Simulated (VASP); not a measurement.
Runs of VASP 6.6.1 on BN. The structure is that of space group P6_3mc (No. 186), or close to it. The cells are those of the table. 

```csv
cell,gap on the mesh (eV),pressure (GPa),largest force (eV/Å)
"a = 2.626, b = 2.626, c = 4.344 Å, angles 90.0, 90.0, 120.0°, 4 atoms",5.31,(b),(c)
"a = 2.501, b = 2.501, c = 4.136 Å, angles 90.0, 90.0, 120.0°, 4 atoms",5.10,27.0,(d)
"a = 2.456, b = 2.456, c = 4.063 Å, angles 90.0, 90.0, 120.0°, 4 atoms",(a),54.9,0.09
"a = 2.586, b = 2.586, c = 4.277 Å, angles 90.0, 90.0, 120.0°, 4 atoms",5.26,-12.5,0.03
```

Alike in all rows: task single point; level PBE; potentials or basis VASP PAW PBE potentials, release 64 (B, N); no spin polarisation; k mesh 6 × 6 × 4; cutoff (eV) 520; smearing gaussian 0.01 eV.

Fill in the values left out.

(a) 4.99; (b) -26.4; (c) 0.06; (d) 0.05.

Caveats: all runs use coarse meshes.

A k mesh can miss the band edges.
